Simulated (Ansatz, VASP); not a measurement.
HfO2: VASP beside Ansatz

Contents of INCAR:

```
PREC = Accurate
ENCUT = 520
EDIFF = 1E-7
ISMEAR = 0
SIGMA = 0.05
LREAL = F
LASPH = T
NELM = 100
ALGO = Normal
ISIF = 2
LWAVE = F
LCHARG = T
GGA = PE
LELF = T
LVHAR = T
NBANDS = 31
```

Contents of KPOINTS:

```
regular mesh
0
Gamma
  6 6 6
```

File POSCAR:

```
HfO2
1.0
    0.0000000000     -2.5489194559     -2.5489194559
    0.0000000000      2.5489194559     -2.5489194559
    5.0978389119      0.0000000000      0.0000000000
Hf O
2 4
Direct
    0.5205577308      0.4794422692      0.5000000000
   -0.0205577308      0.0205577308      0.0000000000
    0.0001499571      0.5001499571      0.6807942040
    0.4998500429     -0.0001499571      0.3192057960
    0.0001499571      0.5001499571      0.1807942040
    0.4998500429     -0.0001499571      0.8192057960
```

Input for Ansatz:

```yaml
crystal:
  lattice:
    - [0.0, -2.5489194559, -2.5489194559]
    - [0.0, 2.5489194559, -2.5489194559]
    - [5.0978389119, 0.0, 0.0]
  atoms:
    - { symbol: Hf, position: [0.5205577308, 0.4794422692, 0.5] }
    - { symbol: Hf, position: [-0.0205577308, 0.0205577308, 0.0] }
    - { symbol: O, position: [0.0001499571, 0.5001499571, 0.680794204] }
    - { symbol: O, position: [0.4998500429, -0.0001499571, 0.319205796] }
    - { symbol: O, position: [0.0001499571, 0.5001499571, 0.180794204] }
    - { symbol: O, position: [0.4998500429, -0.0001499571, 0.819205796] }
basis:
  ecutwfc: 520.0
kpoints:
  mp_grid: { grid: [6, 6, 6] }
hamiltonian:
  xc: pbe
  pseudopotentials: { kind: paw, azcp: { folder: soft_1 } }
scf:
  occupations: { method: gaussian, width: 0.05 }
output:
  forces: true
  stress: true
  eigenvalues: true
```

Change from the starting cell: mode 1 frozen in at -0.353 Å and mode 5 at -0.105 Å (largest displacements).

Alike in both runs: task single point; functional PBE; k mesh 6 × 6 × 6; occupations gaussian, width 0.05 eV; no spin polarisation.

|  | VASP | Ansatz |
| --- | --- | --- |
| version | VASP 6.6.1 | Ansatz 0.2.0 |
| potentials or method | VASP PAW PBE potentials, release 64 (Hf_pv, O), cutoff 520 eV | scalar-relativistic, plane waves, PAW |
| valence electrons in the cell | 44 | 76 |

Ansatz gave:

```
gap on the k mesh at the Fermi level (eV)                     : 4.47
least direct gap on the mesh (eV)                             : 4.58
pressure (GPa)                                                : 12.9
traceless stress, the component that is largest in VASP (GPa) : -8.51
rms of the force components (eV/Å)                            : 0.790
```

Question: Which values does VASP return?

Answer: gap on the k mesh at the Fermi level (eV): 4.43; least direct gap on the mesh (eV): 4.54; pressure (GPa): 9.6; traceless stress, the component that is largest in VASP (GPa): -8.51; rms of the force components (eV/Å): 0.777.

Atom by atom the forces differ by 0.025 eV/Å (rms over components). VASP's potentials hold 44 valence electrons a cell and Ansatz's 76, so a difference there can come from the potentials and not from the codes.

Neither program's run includes spin-orbit coupling.
